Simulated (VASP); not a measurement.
# Al2O3 (P-6m2) in VASP: notebook, part 2 of 2

VASP 6.6.1.

## (5) Single point, PBEsol (13.45 Å³/atom)

This run uses another cell than the first one, of 13.45 Å³/atom.

Input file INCAR:

```
SYSTEM = Al2O3
PREC = Accurate ; ENCUT = 520
EDIFF = 1E-6 ; ISMEAR = -1
SIGMA = 0.05 ; LREAL = .FALSE.
LASPH = .TRUE. ; NELM = 60
ALGO = Normal ; ISIF = 2
LWAVE = .FALSE. ; LCHARG = .FALSE.
GGA = PS ; NBANDS = 20
```

Input file KPOINTS:

```
regular mesh
0
G
  11 11 3
  0 0 0
```

Input file POSCAR:

```
Al2O3
1.0
    2.8843249483      0.0000000000      0.0000000000
   -1.4421624742      2.4978986780      0.0000000000
    0.0000000000      0.0000000000      9.3367544600
Al O
2 3
Direct
    0.0000000000      0.0000000000      0.8500076700
    0.0000000000      0.0000000000      0.1499923300
    0.3333333333      0.6666666667      0.7776830800
    0.6666666667      0.3333333333      0.0000000000
    0.3333333333      0.6666666667      0.2223169200
```

Started as:

```sh
cat potpaw_PBE.64/Al/POTCAR potpaw_PBE.64/O/POTCAR > POTCAR
mpirun -np 1 vasp_std > vasp.out
```

Run time: 56 s. Hardware: 1 thread of Intel Xeon 8259CL, shared host; peak memory 0.2 GiB.

Results (log left out):

- Free energy: -38.1313 eV
- Pressure: -2.8 GPa
- Largest force: 0.143 eV/Å
- Band gap on the k mesh: 4.74 eV (least direct gap 4.98 eV)

Forces in eV/Å, atoms in the order of the input:
```
Al   0.000  0.000  0.087
Al   0.000  0.000 -0.087
O    0.000  0.000  0.143
O    0.000  0.000  0.000
O    0.000  0.000 -0.143
```

Stress tensor (GPa, compression positive):
```
-3.04  0.00  0.00
 0.00 -3.04  0.00
 0.00  0.00 -2.18
```

Levels at points of the mesh, in eV from the valence-band top:
```csv
k point,band 9,band 10,band 11,band 12,band 13,band 14,band 15,band 16
"(0.00, 0.00, 0.00)",-1.26,-0.53,-0.53,-0.24,4.74,7.42,7.74,9.19
```

Caveat: the PAW data sets were made with another functional, which shifts forces and pressure a little; an odd mesh through Γ misses points on the zone boundary, where band edges can lie.

## (6) Single point, PBEsol (13.72 Å³/atom)

This run uses another cell than the first one, of 13.72 Å³/atom.

Input file INCAR:

```
PREC = Accurate
ENCUT = 520
EDIFF = 1E-6
ISMEAR = -1
SIGMA = 0.05
LREAL = F
LASPH = T
NELM = 80
ALGO = Normal
ISIF = 2
LWAVE = F
LCHARG = F
GGA = PS
NBANDS = 20
```

Input file KPOINTS:

```
Automatic mesh
0
Gamma
  11 11 3
```

POSCAR, as its differences from that of step 5:

```diff
@@ -2,5 +2,5 @@
 1.0
-    2.8843249483      0.0000000000      0.0000000000
-   -1.4421624742      2.4978986780      0.0000000000
-    0.0000000000      0.0000000000      9.3367544600
+    2.9034269947      0.0000000000      0.0000000000
+   -1.4517134974      2.5144415355      0.0000000000
+    0.0000000000      0.0000000000      9.3985890730
 Al O
```

Potentials or basis: VASP PAW PBE potentials, release 64 (Al, O).

Started as:

```sh
cat potpaw_PBE.64/Al/POTCAR potpaw_PBE.64/O/POTCAR > POTCAR
mpirun -np 1 vasp_std > vasp.out
```

OUTCAR:

```text
PREC = Accurate
   ENCUT = 520
   EDIFF = 1E-6
   ISMEAR = -1
   LREAL = F
   LASPH = T
   NELM = 80
   ISIF = 2
   GGA = PS

 ion  position               nearest neighbor table
   1  0.000  0.000  0.850-   3 1.81   3 1.81   3 1.81   4 2.19   4 2.19   4 2.19   2 2.82
   2  0.000  0.000  0.150-   5 1.81   5 1.81   5 1.81   4 2.19   4 2.19   4 2.19   1 2.82
   3  0.333  0.667  0.778-   1 1.81   1 1.81   1 1.81
   4  0.667  0.333  0.000-   1 2.19   2 2.19   1 2.19   2 2.19   1 2.19   2 2.19
   5  0.333  0.667  0.222-   2 1.81   2 1.81   2 1.81

  LATTYP: Found a hexagonal cell.
 ALAT       =     2.9034269947
 C/A-ratio  =     3.2370674689

  Lattice vectors:

 A1 = (   2.9034269947,   0.0000000000,   0.0000000000)
 A2 = (  -1.4517134974,   2.5144415355,   0.0000000000)
 A3 = (   0.0000000000,   0.0000000000,   9.3985890730)

Analysis of symmetry for initial positions (statically):
=====================================================================
 Subroutine PRICEL returns:
 Original cell was already a primitive cell.

 Routine SETGRP: Setting up the symmetry group for a
 hexagonal supercell.

 Subroutine GETGRP returns: Found 12 space group operations
 (whereof 12 operations were pure point group operations)
 out of a pool of 24 trial point group operations.

The static configuration has the point symmetry D_3h.

Analysis of symmetry for dynamics (positions and initial velocities):
=====================================================================
 Subroutine PRICEL returns:
 Original cell was already a primitive cell.

 Routine SETGRP: Setting up the symmetry group for a
 hexagonal supercell.

 Subroutine GETGRP returns: Found 12 space group operations
 (whereof 12 operations were pure point group operations)
 out of a pool of 24 trial point group operations.

The dynamic configuration has the point symmetry D_3h.

 Subroutine INISYM returns: Found 12 space group operations
 (whereof 12 operations are pure point group operations),
 and found     1 'primitive' translations

----------------------------------------------------------------------------------------

                                     Primitive cell

  volume of cell :      68.6144

  direct lattice vectors                    reciprocal lattice vectors
     2.903426995  0.000000000  0.000000000     0.344420577  0.198851313  0.000000000
    -1.451713497  2.514441536  0.000000000     0.000000000  0.397702625  0.000000000
     0.000000000  0.000000000  9.398589073     0.000000000  0.000000000  0.106398949

  length of vectors
     2.903426995  2.903426995  9.398589073     0.397702625  0.397702625  0.106398949

  position of ions in fractional coordinates (direct lattice)
     0.000000000  0.000000000  0.850007670
     0.000000000  0.000000000  0.149992330
     0.333333333  0.666666667  0.777683080
     0.666666667  0.333333333  0.000000000
     0.333333333  0.666666667  0.222316920

  ion indices of the primitive-cell ions
   primitive index   ion index
                 1           1
                 2           2
                 3           3
                 4           4
                 5           5

----------------------------------------------------------------------------------------

 KPOINTS: Automatic mesh

Automatic generation of k-mesh.
 Grid dimensions read from file:
 generate k-points for:   11   11    3

 Generating k-lattice:

  Cartesian coordinates                     Fractional coordinates (reciprocal lattice)
     0.031310962  0.018077392  0.000000000     0.090909091  0.000000000  0.000000000
     0.000000000  0.036154784  0.000000000     0.000000000  0.090909091  0.000000000
     0.000000000  0.000000000  0.035466316     0.000000000  0.000000000  0.333333333

  Length of vectors
     0.036154784  0.036154784  0.035466316

  Shift w.r.t. Gamma in fractional coordinates (k-lattice)
     0.000000000  0.000000000  0.000000000

 Subroutine IBZKPT returns following result:
 ===========================================

 Found     32 irreducible k-points:

 Following reciprocal coordinates:
            Coordinates               Weight
  0.000000  0.000000  0.000000      1.000000
  0.090909  0.000000  0.000000      6.000000
  0.181818  0.000000  0.000000      6.000000
  0.272727  0.000000  0.000000      6.000000
  0.363636  0.000000  0.000000      6.000000
  0.454545  0.000000  0.000000      6.000000
[... 16 lines left out ...]
  0.090909  0.090909  0.333333     12.000000
  0.181818  0.090909  0.333333     24.000000
 [... further k-points ...]
   k-points           NKPTS =     32   k-points in BZ     NKDIM =     32   number of bands    NBANDS=     20
   number of dos      NEDOS =    301   number of ions     NIONS =      5
   total plane-waves  NPLWV =  40320
   dimension x,y,z NGX =    24 NGY =   24 NGZ =   70
   dimension x,y,z NGXF=    48 NGYF=   48 NGZF=  140
   ions per type =               2   3
   NGX,Y,Z   is equivalent  to a cutoff of  13.74, 13.74, 12.38 a.u.
   NGXF,Y,Z  is equivalent  to a cutoff of  27.48, 27.48, 24.76 a.u.
 SYSTEM =  unknown system
   PREC   = accura    normal or accurate (medium, high low for compatibility)
   ISTART =      0    job   : 0-new  1-cont  2-samecut
   ICHARG =      2    charge: 1-file 2-atom 10-const
   ISPIN  =      1    spin polarized calculation?
   LNONCOLLINEAR =      F non collinear calculations
   LSORBIT =      F    spin-orbit coupling
   LASPH  =      T    aspherical Exc in radial PAW
   ENCUT  =  520.0 eV  38.22 Ry    6.18 a.u.   5.40  5.40 17.48*2*pi/ulx,y,z
   NELM   =     80;   NELMIN=  2; NELMDL= -5     # of ELM steps
   EDIFF  = 0.1E-05   stopping-criterion for ELM
   LREAL  =      F    real-space projection
[... 7 lines left out ...]
   TEBEG  =    0.0;   TEEND  =   0.0 temperature during run
   PSTRESS=    0.0 pullay stress
   NELECT =      24.0000    total number of electrons
   NUPDOWN=      -1.0000    fix difference up-down
   EMIN   =  10.00;   EMAX   =-10.00  energy-range for DOS
   EFERMI =   0.00;   METHOD = LEGACY
   ISMEAR =    -1;   SIGMA  =   0.05  broadening in eV -4-tet -1-fermi 0-gaus
   EFERMI_NEDOS =   21; number of points for ismear=-14 and -15
   IALGO  =     38    algorithm
   IMIX   =      4    mixing-type and parameters
     AMIX     =   0.40;   BMIX     =  1.00
     AMIX_MAG =   1.60;   BMIX_MAG =  1.00
  volume/ion in A,a.u.               =      13.72        92.61
  Fermi-wavevector in a.u.,A,eV,Ry     =   1.153472  2.179745 18.102504  1.330497
  Thomas-Fermi vector in A             =   2.290115
   LORBIT       =      0    0 simple, 1 ext, 2 COOP (PROOUT), +10 PAW based schemes
   GGA     = PS    functional components
   LHFCALC =     F    Hartree Fock is set to
   AEXX    =    0.0000 exact exchange contribution
   IVDW    =     0    specifies the selected vdW correction
   LEPSILON=     F    determine dielectric tensor
   LRPA    =     F    only Hartree local field effects (RPA)
 non-spin polarized calculation
  energy-cutoff  :      520.00
  volume of cell :       68.61
 maximum number of plane-waves:      1907
 NGX is ok and might be reduce to    24
   NGX = 11   NGY = 11   NGZ = 35

 number of electron      23.9999982 magnetization

 Free energy of the ion-electron system (eV)
  ---------------------------------------------------
  ext. energy  EPLUGINS =         0.00000000
  ---------------------------------------------------
  free energy    TOTEN  =       -38.09844115 eV

  energy without entropy =      -38.09844115  energy(sigma->0) =      -38.09844115

 E-fermi :   1.8325     XC(G=0):  -8.5388

 val. band max:        0.6756236557   @ k =   0.0909   0.0909   0.0000
 cond. band min:       5.2453371899   @ k =   0.0000   0.0000   0.0000
 fundamental gap:      4.5697135342
 Fermi energy:         1.8324661787

 k-point     1 :       0.0000    0.0000    0.0000
  band No.  band energies     occupation
      1     -17.8398      2.00000
      2     -16.8606      2.00000
      3     -15.6792      2.00000
      4      -4.2490      2.00000
      5      -1.4368      2.00000
      6      -0.7895      2.00000
[... 12 lines left out ...]
     19      15.2324      0.00000
[... 513 lines left out ...]
      4      -4.1149      2.00000
      5      -3.0617      2.00000
      6      -2.4353      2.00000
[... 12 lines left out ...]
     19      13.0569      0.00000
     20      14.1297      0.00000

 [... further k-points ...]

------------------------ aborting loop because EDIFF is reached ----------------------------------------

  FORCE on cell =-STRESS in cart. coord.  units (eV):
  Direction    XX          YY          ZZ          XY          YZ          ZX
  --------------------------------------------------------------------------------------
  -------------------------------------------------------------------------------------
  Total       -2.6143424     -2.6143424     -1.6666662      0.0000000     -0.0000000      0.0000000
  in kB      -61.0461007    -61.0461007    -38.9174255      0.0000000     -0.0000000      0.0000000
  external PRESSURE =     -53.6698757 kB  Pullay stress =       0.0000000 kB

 VOLUME and BASIS-vectors are now :
 -----------------------------------------------------------------------------
  energy-cutoff  :      520.00
  volume of cell :       68.61
      direct lattice vectors                 reciprocal lattice vectors
     2.903426995  0.000000000  0.000000000     0.344420577  0.198851313  0.000000000
    -1.451713497  2.514441536  0.000000000     0.000000000  0.397702625  0.000000000
     0.000000000  0.000000000  9.398589073     0.000000000  0.000000000  0.106398949

 POSITION                                       TOTAL-FORCE (eV/Angst)
 -----------------------------------------------------------------------------------
      0.00000      0.00000      7.98887        -0.000000      0.000000      0.025126
      0.00000      0.00000      1.40972        -0.000000      0.000000     -0.025126
     -0.00000      1.67629      7.30912         0.000000     -0.000000      0.364157
      1.45171      0.83815      0.00000        -0.000000     -0.000000      0.000000
     -0.00000      1.67629      2.08947         0.000000     -0.000000     -0.364157
 -----------------------------------------------------------------------------------
    total drift:                                0.000000     -0.000000      0.000000

  FREE ENERGIE OF THE ION-ELECTRON SYSTEM (eV)
  ---------------------------------------------------
  free  energy   TOTEN  =       -38.0984411533 eV

  energy  without entropy=      -38.0984411533  energy(sigma->0) =      -38.09844115
```

Wall time 56 s (1 thread of Intel Xeon 8259CL, shared host); peak memory 0.2 GiB.

Results:

| Quantity | Value |
| --- | --- |
| Free energy | -38.0984 eV |
| Pressure | -5.4 GPa |
| Largest force | 0.364 eV/Å |
| Band gap on the k mesh | 4.57 eV (least direct gap 4.80 eV) |

Forces in eV/Å, atoms in the order of the input:
```
Al   0.000  0.000  0.025
Al   0.000  0.000 -0.025
O    0.000  0.000  0.364
O    0.000  0.000  0.000
O    0.000  0.000 -0.364
```

Caveat: the cell stands under tension; the PAW data sets were made with another functional, which shifts forces and pressure a little; an odd mesh through Γ misses points on the zone boundary, where band edges can lie.

## (7) The runs side by side

```tsv
cell	gap on the mesh (eV)	pressure (GPa)	largest force (eV/Å)
a = 2.825, b = 2.825, c = 9.146 Å, angles 90.0, 90.0, 120.0°, 5 atoms	5.29	6.9	0.64
a = 2.845, b = 2.845, c = 9.211 Å, angles 90.0, 90.0, 120.0°, 5 atoms	5.10	3.4	0.36
a = 2.865, b = 2.865, c = 9.274 Å, angles 90.0, 90.0, 120.0°, 5 atoms	4.92	0.1	0.15
a = 2.884, b = 2.884, c = 9.337 Å, angles 90.0, 90.0, 120.0°, 5 atoms	4.74	-2.8	0.14
a = 2.903, b = 2.903, c = 9.399 Å, angles 90.0, 90.0, 120.0°, 5 atoms	4.57	-5.4	0.36
```

Alike in all rows: task single point; level PBEsol; potentials or basis VASP PAW PBE potentials, release 64 (Al, O); no spin polarisation; k mesh 11 × 11 × 3; cutoff (eV) 520; smearing fermi-dirac 0.05 eV.

Caveats: the PAW data sets were made with another functional, which shifts forces and pressure a little; an odd mesh through Γ misses points on the zone boundary, where band edges can lie; the cell stands under pressure (at least some runs); the cell stands under tension (at least some runs).

Absolute energies hang on the potentials; compare differences alone.
